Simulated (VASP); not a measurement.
Runs of VASP 6.6.1 on Si2B3. The structure is that of space group P4/mmm (No. 123), or close to it. The cells are those of the table. 

```csv
task,cell,k mesh,gap on the mesh (eV),pressure (GPa),relaxed volume (Å³/atom)
relaxation of cell and atoms,"relaxed from a = 4.034, b = 4.034, c = 3.934 Å, 5 atoms",4 × 4 × 4,none,-0.3,18.14
relaxation of cell and atoms,"relaxed from a = 4.800, b = 4.800, c = 2.825 Å, 5 atoms",4 × 4 × 6,none,-0.7,-
relaxation of cell and atoms,"relaxed from a = 3.932, b = 3.932, c = 4.201 Å, 5 atoms",4 × 4 × 4,none,-0.4,13.85
single point,"a = 4.233, b = 4.233, c = 3.851 Å, 5 atoms",4 × 4 × 4,none,(a),-
```

Alike in all rows: level PBE; potentials or basis VASP PAW PBE potentials, release 64 (Si, B); no spin polarisation; cutoff (eV) 500; smearing gaussian 0.2 eV.

Question: Estimate the missing entries.

Answer: (a) 0.1.

Caveats: all runs use coarse meshes; the volume moved by over 15 % at a fixed basis, so the end points are rough (some runs).

A gap of «none» marks levels without a gap at the run's occupations.
